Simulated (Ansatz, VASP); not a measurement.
## Pb: VASP beside Ansatz

```
Pb
1.0
     0.00000    2.46980    2.34631
     2.46980    0.00000    2.34631
     2.46980    2.46980    0.00000
Pb
1
Direct
  0.00000 0.00000 0.00000
```

Change from the starting cell: strain +0.000 along x and y, -0.050 along z, atoms carried along.

Alike in both runs: task single point; functional PBEsol; k mesh 16 × 16 × 16; occupations gaussian, width 0.15 eV; no spin polarisation.

```csv
,VASP,Ansatz
version,VASP 6.6.1,Ansatz 0.2.0
potentials or method,"VASP PAW PBE potentials, release 64 (Pb_d), cutoff 520 eV","scalar-relativistic, plane waves, PAW"
valence electrons in the cell,14,14
```

```tsv
	VASP	Ansatz	Ansatz less VASP
gap on the k mesh at the Fermi level (eV)	none	none	-
pressure (GPa)	2.5	2.5	0.00
traceless stress, the component that is largest in VASP (GPa)	0.66	0.66	-0.006
```

VASP's potentials were made for PBE, not for PBEsol. A gap of «none» marks a metal or a gap that the smearing closes.

Spin-orbit coupling is off throughout.
